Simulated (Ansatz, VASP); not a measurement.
**Al3GaN4 in VASP and in Ansatz**

Contents of POSCAR:

```
Al3GaN4
1.0
   -5.0380822009      0.0000000000     -0.0000609628
    0.0000000000     -3.1249488261      0.0000000000
   -3.0294308052      0.0000000000     10.8207493834
Al Ga N
6 2 8
Direct
    0.0748118157      0.5000000000      0.7082775373
    0.3748118157      0.5000000000      0.2082775373
    0.9740710482      0.5000000000      0.0421009685
    0.6740710482      0.5000000000      0.5421009685
    0.5247123350      1.0000000000      0.7904722320
    0.8247123350      1.0000000000      0.2904722320
   -0.0741460267      1.0000000000      0.9577522322
    0.2258539733      1.0000000000      0.4577522322
    0.3146079176      1.0000000000      0.9578085062
    0.6146079176      1.0000000000      0.4578085062
    0.4523947229      0.5000000000      0.7082161458
    0.7523947229      0.5000000000      0.2082161458
    0.3475920988      0.5000000000      0.0449905032
    0.0475920988      0.5000000000      0.5449905032
   -0.0959632116      1.0000000000      0.7875823748
    0.2040367884      1.0000000000      0.2875823748
```

Contents of INCAR.step1:

```
  PREC = Accurate
  ENCUT = 520
  ISMEAR = 0
  SIGMA = 0.05
  LREAL = Auto
  LASPH = True
  NELM = 80
  NBANDS = 56
  GGA = PE
  ALGO = Normal
  EDIFF = 1E-4
  LWAVE = True
  LCHARG = False
```

INCAR.step2

```
  PREC = Accurate
  ENCUT = 520
  EDIFF = 1E-6
  ISMEAR = 0
  SIGMA = 0.05
  LREAL = Auto
  LASPH = True
  NELM = 80
  ALGO = Normal
  ISIF = 2
  LWAVE = False
  LCHARG = False
  METAGGA = R2SCAN
  LMIXTAU = True
  NBANDS = 56
  ISTART = 1
```

Contents of KPOINTS:

```
Automatic mesh
0
Gamma
  5 7 2
```

Input for Ansatz:

```yaml
crystal:
  lattice:
    - [-5.0380822009, 0.0, -6.09628e-05]
    - [0.0, -3.1249488261, 0.0]
    - [-3.0294308052, 0.0, 10.8207493834]
  atoms:
    - { symbol: Al, position: [0.0748118157, 0.5, 0.7082775373] }
    - { symbol: Al, position: [0.3748118157, 0.5, 0.2082775373] }
    - { symbol: Al, position: [0.9740710482, 0.5, 0.0421009685] }
    - { symbol: Al, position: [0.6740710482, 0.5, 0.5421009685] }
    - { symbol: Al, position: [0.524712335, 1.0, 0.790472232] }
    - { symbol: Al, position: [0.824712335, 1.0, 0.290472232] }
    - { symbol: Ga, position: [-0.0741460267, 1.0, 0.9577522322] }
    - { symbol: Ga, position: [0.2258539733, 1.0, 0.4577522322] }
    - { symbol: "N", position: [0.3146079176, 1.0, 0.9578085062] }
    - { symbol: "N", position: [0.6146079176, 1.0, 0.4578085062] }
    - { symbol: "N", position: [0.4523947229, 0.5, 0.7082161458] }
    - { symbol: "N", position: [0.7523947229, 0.5, 0.2082161458] }
    - { symbol: "N", position: [0.3475920988, 0.5, 0.0449905032] }
    - { symbol: "N", position: [0.0475920988, 0.5, 0.5449905032] }
    - { symbol: "N", position: [-0.0959632116, 1.0, 0.7875823748] }
    - { symbol: "N", position: [0.2040367884, 1.0, 0.2875823748] }
basis:
  ecutwfc: 500
kpoints:
  mp_grid: { grid: [5, 7, 2] }
hamiltonian:
  xc: r2scan
scf:
  occupations: { method: gaussian, width: 0.05 }
output:
  forces: true
  stress: true
  eigenvalues: true
```

Alike in both runs: task single point; functional r2SCAN; k mesh 5 × 7 × 2; occupations gaussian, width 0.05 eV; no spin polarisation.

|  | VASP | Ansatz |
| --- | --- | --- |
| version | VASP 6.6.1 | Ansatz 0.2.0 |
| potentials or method | VASP PAW PBE potentials, release 64 (Al, Ga_d, N), cutoff 520 eV | scalar-relativistic, plane waves, PAW |
| valence electrons in the cell | 84 | 84 |

VASP gave:

| Item | Value |
| --- | --- |
| gap on the k mesh at the Fermi level (eV) | 1.19 |
| least direct gap on the mesh (eV) | 1.31 |
| pressure (GPa) | 15.1 |
| traceless stress, the component that is largest in VASP (GPa) | 11.67 |
| rms of the force components (eV/Å) | 2.873 |

Which values does Ansatz return?

gap on the k mesh at the Fermi level (eV): 1.18; least direct gap on the mesh (eV): 1.30; pressure (GPa): 15.0; traceless stress, the component that is largest in VASP (GPa): 11.51; rms of the force components (eV/Å): 2.845.

VASP's potentials were made for PBE, not for r2SCAN. Atom by atom the forces differ by 0.039 eV/Å (rms over components).
